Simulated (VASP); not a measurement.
# GaN (F-43m) in VASP: single point with PBE

Aim: the single point of GaN with PBE.

Program: VASP 6.6.1. These are calculated values, not measurements. Logs are shortened: lines on timing, memory, paths and dates and some standing lists are left out, and cuts for length are marked.

### 1 The cell of the first run

It takes space group F-43m (No. 216, cubic). Conventional cell: a = 4.507 Å, b = 4.507 Å, c = 4.507 Å, α = 90.00°, β = 90.00°, γ = 90.00°. Ga (site symmetry -43m) has 4 N at 1.95 Å within 2.6 Å. Within 2.6 Å of N (site symmetry -43m) lie 4 Ga at 1.95 Å.

### 2 Single point, PBE

Contents of INCAR:

```
SYSTEM = GaN
PREC     = Accurate       ! precision mode
ENCUT    = 600            ! plane-wave cutoff, eV
EDIFF    = 1E-6           ! SCF threshold, eV
ISMEAR   = 0              ! smearing method
SIGMA    = 0.01           ! smearing width, eV
LREAL    = .False.        ! projectors in reciprocal space
LASPH    = .True.         ! aspherical terms in the spheres
NELM     = 120            ! most SCF steps
ALGO     = Normal         ! electronic algorithm
ISIF     = 2              ! what is computed and relaxed
LWAVE    = .False.        ! write WAVECAR
LCHARG   = .False.        ! write CHGCAR
GGA      = PE             ! functional
NBANDS   = 16             ! bands
GGA_COMPAT= .False.
```

Contents of KPOINTS:

```
Automatic mesh
0
Gamma
  8 8 8
  0 0 0
```

Contents of POSCAR:

```
GaN
1.0
    0.0000000000      2.2535006100      2.2535006100
    2.2535006100      0.0000000000      2.2535006100
    2.2535006100      2.2535006100      0.0000000000
Ga N
1 1
Direct
    0.0000000000      0.0000000000      0.0000000000
    0.7500000000      0.7500000000      0.7500000000
```

Potentials or basis: VASP PAW PBE potentials, release 64 (Ga_d, N).

Command:

```sh
cat potpaw_PBE.64/Ga_d/POTCAR potpaw_PBE.64/N/POTCAR > POTCAR
mpirun -np 1 vasp_std > vasp.out
```

OUTCAR:

```text
SYSTEM = GaN
   PREC = Accurate
   ENCUT = 600
   EDIFF = 1E-6
   ISMEAR = 0
   LREAL = .False.
   LASPH = .True.
   NELM = 120
   ISIF = 2
   GGA = PE

 ion  position               nearest neighbor table
   1  0.000  0.000  0.000-   2 1.95   2 1.95   2 1.95   2 1.95
   2  0.750  0.750  0.750-   1 1.95   1 1.95   1 1.95   1 1.95

  LATTYP: Found a face centered cubic cell.
 ALAT       =     4.5070012200

  Lattice vectors:

 A1 = (   0.0000000000,   2.2535006100,   2.2535006100)
 A2 = (   2.2535006100,   0.0000000000,   2.2535006100)
 A3 = (   2.2535006100,   2.2535006100,   0.0000000000)

Analysis of symmetry for initial positions (statically):
=====================================================================
 Subroutine PRICEL returns:
 Original cell was already a primitive cell.

 Routine SETGRP: Setting up the symmetry group for a
 face centered cubic supercell.

 Subroutine GETGRP returns: Found 24 space group operations
 (whereof 24 operations were pure point group operations)
 out of a pool of 48 trial point group operations.

The static configuration has the point symmetry T_d .

Analysis of symmetry for dynamics (positions and initial velocities):
=====================================================================
 Subroutine PRICEL returns:
 Original cell was already a primitive cell.

 Routine SETGRP: Setting up the symmetry group for a
 face centered cubic supercell.

 Subroutine GETGRP returns: Found 24 space group operations
 (whereof 24 operations were pure point group operations)
 out of a pool of 48 trial point group operations.

The dynamic configuration has the point symmetry T_d .

 Subroutine INISYM returns: Found 24 space group operations
 (whereof 24 operations are pure point group operations),
 and found     1 'primitive' translations

----------------------------------------------------------------------------------------

                                     Primitive cell

  volume of cell :      22.8877

  direct lattice vectors                    reciprocal lattice vectors
     0.000000000  2.253500610  2.253500610    -0.221877020  0.221877020  0.221877020
     2.253500610  0.000000000  2.253500610     0.221877020 -0.221877020  0.221877020
     2.253500610  2.253500610  0.000000000     0.221877020  0.221877020 -0.221877020

  length of vectors
     3.186931125  3.186931125  3.186931125     0.384302272  0.384302272  0.384302272

  position of ions in fractional coordinates (direct lattice)
     0.000000000  0.000000000  0.000000000
     0.750000000  0.750000000  0.750000000

  ion indices of the primitive-cell ions
   primitive index   ion index
                 1           1
                 2           2

----------------------------------------------------------------------------------------

 KPOINTS: Automatic mesh

Automatic generation of k-mesh.
 Grid dimensions read from file:
 generate k-points for:    8    8    8

 Generating k-lattice:

  Cartesian coordinates                     Fractional coordinates (reciprocal lattice)
    -0.027734628  0.027734628  0.027734628     0.125000000  0.000000000  0.000000000
     0.027734628 -0.027734628  0.027734628     0.000000000  0.125000000  0.000000000
     0.027734628  0.027734628 -0.027734628     0.000000000  0.000000000  0.125000000

  Length of vectors
     0.048037784  0.048037784  0.048037784

  Shift w.r.t. Gamma in fractional coordinates (k-lattice)
     0.000000000  0.000000000  0.000000000

 Subroutine IBZKPT returns following result:
 ===========================================

 Found     29 irreducible k-points:

 Following reciprocal coordinates:
            Coordinates               Weight
  0.000000  0.000000  0.000000      1.000000
  0.125000  0.000000  0.000000      8.000000
  0.250000  0.000000  0.000000      8.000000
  0.375000  0.000000  0.000000      8.000000
  0.500000  0.000000  0.000000      4.000000
  0.125000  0.125000  0.000000      6.000000
[... 16 lines left out ...]
  0.500000  0.250000  0.125000     48.000000
 -0.375000  0.250000  0.125000     24.000000
 [... further k-points ...]
   k-points           NKPTS =     29   k-points in BZ     NKDIM =     29   number of bands    NBANDS=     16
   number of dos      NEDOS =    301   number of ions     NIONS =      2
   total plane-waves  NPLWV =  21952
   dimension x,y,z NGX =    28 NGY =   28 NGZ =   28
   dimension x,y,z NGXF=    56 NGYF=   56 NGZF=   56
   ions per type =               1   1
   NGX,Y,Z   is equivalent  to a cutoff of  14.61, 14.61, 14.61 a.u.
   NGXF,Y,Z  is equivalent  to a cutoff of  29.21, 29.21, 29.21 a.u.
 SYSTEM =  GaN
   PREC   = accura    normal or accurate (medium, high low for compatibility)
   ISTART =      0    job   : 0-new  1-cont  2-samecut
   ICHARG =      2    charge: 1-file 2-atom 10-const
   ISPIN  =      1    spin polarized calculation?
   LNONCOLLINEAR =      F non collinear calculations
   LSORBIT =      F    spin-orbit coupling
   LASPH  =      T    aspherical Exc in radial PAW
   ENCUT  =  600.0 eV  44.10 Ry    6.64 a.u.   6.37  6.37  6.37*2*pi/ulx,y,z
   NELM   =    120;   NELMIN=  2; NELMDL= -5     # of ELM steps
   EDIFF  = 0.1E-05   stopping-criterion for ELM
   LREAL  =      F    real-space projection
   EDIFFG = 0.1E-04   stopping-criterion for IOM
   NSW    =      0    number of steps for IOM
   IBRION =     -1    ionic relax: 0-MD 1-quasi-New 2-CG
   NFREE  =      0    steps in history (QN), initial steepest desc. (CG)
   ISIF   =      2    stress and relaxation
   ISYM   =      2    0-nonsym 1-usesym 2-fastsym
   POTIM  = 0.5000    time-step for ionic-motion
   TEBEG  =    0.0;   TEEND  =   0.0 temperature during run
   PSTRESS=    0.0 pullay stress
   NELECT =      18.0000    total number of electrons
   NUPDOWN=      -1.0000    fix difference up-down
   EMIN   =  10.00;   EMAX   =-10.00  energy-range for DOS
   EFERMI =   0.00;   METHOD = LEGACY
   ISMEAR =     0;   SIGMA  =   0.01  broadening in eV -4-tet -1-fermi 0-gaus
   EFERMI_NEDOS =   21; number of points for ismear=-14 and -15
   IALGO  =     38    algorithm
   IMIX   =      4    mixing-type and parameters
     AMIX     =   0.40;   BMIX     =  1.00
     AMIX_MAG =   1.60;   BMIX_MAG =  1.00
  volume/ion in A,a.u.               =      11.44        77.23
  Fermi-wavevector in a.u.,A,eV,Ry     =   1.511117  2.855596 31.068543  2.283473
  Thomas-Fermi vector in A             =   2.621216
   LORBIT       =      0    0 simple, 1 ext, 2 COOP (PROOUT), +10 PAW based schemes
   GGA     = PE    functional components
   LHFCALC =     F    Hartree Fock is set to
   AEXX    =    0.0000 exact exchange contribution
   IVDW    =     0    specifies the selected vdW correction
   LEPSILON=     F    determine dielectric tensor
   LRPA    =     F    only Hartree local field effects (RPA)
 non-spin polarized calculation
 Gauss-broadening in eV      SIGMA  =   0.01
  energy-cutoff  :      600.00
  volume of cell :       22.89
 maximum number of plane-waves:       778
 NGX is ok and might be reduce to    28
   NGX = 13   NGY = 13   NGZ = 13

 number of electron      18.0000005 magnetization

 Free energy of the ion-electron system (eV)
  ---------------------------------------------------
  ext. energy  EPLUGINS =         0.00000000
  ---------------------------------------------------
  free energy    TOTEN  =       -12.14419162 eV

  energy without entropy =      -12.14419162  energy(sigma->0) =      -12.14419162

 E-fermi :   5.3476     XC(G=0): -11.6669

 val. band max:        5.2817605252   @ k =   0.0000   0.0000   0.0000
 cond. band min:       7.0059689110   @ k =   0.0000   0.0000   0.0000
 fundamental gap:      1.7242083858
 Fermi energy:         5.3475923538

 k-point     1 :       0.0000    0.0000    0.0000
  band No.  band energies     occupation
      1     -10.6526      2.00000
      2      -8.1609      2.00000
      3      -8.1609      2.00000
      4      -8.1609      2.00000
      5      -7.8411      2.00000
      6      -7.8411      2.00000
[... 8 lines left out ...]
     15      24.1369      0.00000
     16      24.1369      0.00000

 k-point     2 :       0.1250    0.0000    0.0000
  band No.  band energies     occupation
      1     -10.4845      2.00000
      2      -8.1403      2.00000
      3      -8.1403      2.00000
      4      -8.0966      2.00000
      5      -7.8428      2.00000
      6      -7.8428      2.00000
[... 8 lines left out ...]
     15      22.5415      0.00000
     16      22.5721      0.00000

 k-point     3 :       0.2500    0.0000    0.0000
  band No.  band energies     occupation
      1     -10.1094      2.00000
      2      -8.0999      2.00000
      3      -8.0999      2.00000
      4      -7.8363      2.00000
      5      -7.8363      2.00000
      6      -7.7958      2.00000
[... 8 lines left out ...]
     15      22.1536      0.00000
     16      22.1536      0.00000

 k-point     4 :       0.3750    0.0000    0.0000
  band No.  band energies     occupation
      1      -9.8262      2.00000
      2      -8.0772      2.00000
      3      -8.0772      2.00000
      4      -7.8106      2.00000
      5      -7.8106      2.00000
      6      -7.1107      2.00000
[... 8 lines left out ...]
     15      23.5590      0.00000
     16      23.5590      0.00000
[... 324 lines left out ...]
 k-point    22 :       0.3750    0.2500    0.1250
  band No.  band energies     occupation
      1      -9.8774      2.00000
      2      -8.0567      2.00000
      3      -8.0375      2.00000
      4      -7.9220      2.00000
      5      -7.8130      2.00000
      6      -7.4380      2.00000
[... 8 lines left out ...]
     15      24.4093      0.00000
     16      26.6186      0.00000

 k-point    23 :       0.5000    0.2500    0.1250
  band No.  band energies     occupation
      1      -9.6986      2.00000
      2      -8.0511      2.00000
      3      -8.0064      2.00000
      4      -7.8879      2.00000
      5      -7.8065      2.00000
      6      -6.7412      2.00000
[... 8 lines left out ...]
     15      24.4987      0.00000
     16      26.4183      0.00000

 k-point    24 :      -0.3750    0.2500    0.1250
  band No.  band energies     occupation
      1      -9.6459      2.00000
      2      -8.0566      2.00000
      3      -7.9947      2.00000
      4      -7.8610      2.00000
      5      -7.8082      2.00000
      6      -6.2860      2.00000
[... 8 lines left out ...]
     15      24.0837      0.00000
     16      26.3560      0.00000

 [... further k-points ...]
[... 5 lines left out ...]
  --------------------------------------------------------------------------------------
  -------------------------------------------------------------------------------------
  Total        0.7048423      0.7048423      0.7048423      0.0000000      0.0000000     -0.0000000
  in kB       49.3400409     49.3400409     49.3400409      0.0000000      0.0000000     -0.0000000
  external PRESSURE =      49.3400409 kB  Pullay stress =       0.0000000 kB

 VOLUME and BASIS-vectors are now :
 -----------------------------------------------------------------------------
  energy-cutoff  :      600.00
  volume of cell :       22.89
      direct lattice vectors                 reciprocal lattice vectors
     0.000000000  2.253500610  2.253500610    -0.221877020  0.221877020  0.221877020
     2.253500610  0.000000000  2.253500610     0.221877020 -0.221877020  0.221877020
     2.253500610  2.253500610  0.000000000     0.221877020  0.221877020 -0.221877020

 POSITION                                       TOTAL-FORCE (eV/Angst)
 -----------------------------------------------------------------------------------
      0.00000      0.00000      0.00000        -0.000000     -0.000000     -0.000000
      3.38025      3.38025      3.38025         0.000000      0.000000      0.000000
 -----------------------------------------------------------------------------------
    total drift:                               -0.000000     -0.000000     -0.000000

  FREE ENERGIE OF THE ION-ELECTRON SYSTEM (eV)
  ---------------------------------------------------
  free  energy   TOTEN  =       -12.1441916226 eV

  energy  without entropy=      -12.1441916226  energy(sigma->0) =      -12.14419162
```

Run time: 7.2 s. Hardware: 1 thread of Intel Xeon 6975P-C (Granite Rapids), shared host; peak memory 0.16 GiB.

What came out:

| Item | Value |
| --- | --- |
| Free energy | -12.1442 eV |
| Pressure | 4.9 GPa |
| Band gap on the k mesh | 1.72 eV, direct |

A hybrid or GW would open this gap; PBE tends to underestimate it.
